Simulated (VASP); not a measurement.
Ca3SbP: single point with LDA

Ca3SbP:

```
Ca Sb P
1.0
     5.12033    0.00000    0.00000
     0.00000    5.12033    0.00000
     0.00000    0.00000    5.12033
Ca Sb P
3 1 1
Direct
  0.99713 0.50000 0.50000
  0.48857 0.00000 0.50000
  0.48857 0.50000 0.00000
  0.00878 0.00000 0.00000
  0.49878 0.50000 0.50000
```

```json
{
  "Program": "VASP 6.6.1",
  "Task": "single point",
  "Functional": "LDA",
  "Potentials or basis": "VASP PAW LDA potentials, release 64 (Ca_sv, Sb, P)",
  "Cutoff": "520 eV",
  "k mesh": "6 × 6 × 6",
  "Occupations": "gaussian, width 0.05 eV",
  "Spin": "no spin polarisation",
  "Dipole correction": "no",
  "Further INCAR settings": "ALGO = Normal; EDIFF = 1e-06; NBANDS = 28"
}
```

| Item | Value |
| --- | --- |
| Pressure | 4.2 GPa |
| Largest force | 0.027 eV/Å |
| Band gap on the k mesh | 0.38 eV, direct |

Forces in eV/Å, atoms in the order of the input:
```
Ca  -0.008  0.000  0.000
Ca   0.010  0.000  0.000
Ca   0.010  0.000  0.000
Sb  -0.027  0.000  0.000
P    0.015  0.000  0.000
```

Stress tensor (GPa, compression positive):
```
4.27 0.00 0.00
0.00 4.16 0.00
0.00 0.00 4.16
```

Levels at points of the mesh, in eV from the valence-band top:
```tsv
k point	band 17	band 18	band 19	band 20	band 21	band 22	band 23	band 24
(0.00, 0.00, 0.00)	-1.86	-0.02	0.00	0.00	0.38	0.45	0.67	0.71
(0.50, 0.00, 0.00)	-1.71	-1.71	-1.29	-1.29	1.01	1.35	1.85	2.62
(0.00, 0.50, 0.00)	-1.71	-1.71	-1.29	-1.28	1.00	1.36	1.84	2.60
(0.50, 0.50, 0.00)	-1.98	-1.59	-1.59	-1.28	1.63	1.63	1.90	2.38
(0.00, 0.50, 0.50)	-1.97	-1.59	-1.59	-1.26	1.62	1.62	1.89	2.36
(0.50, 0.50, 0.50)	-3.53	-1.96	-1.96	-1.96	1.91	1.92	1.92	2.88
```

It took 2.5 min on 1 thread of Oxide Virtual Turin-like Processor (shared host), peak memory 0.26 GiB.

Caveat: spin-orbit coupling is left out, which moves the levels of the heavy elements. A k mesh can miss the band edges.
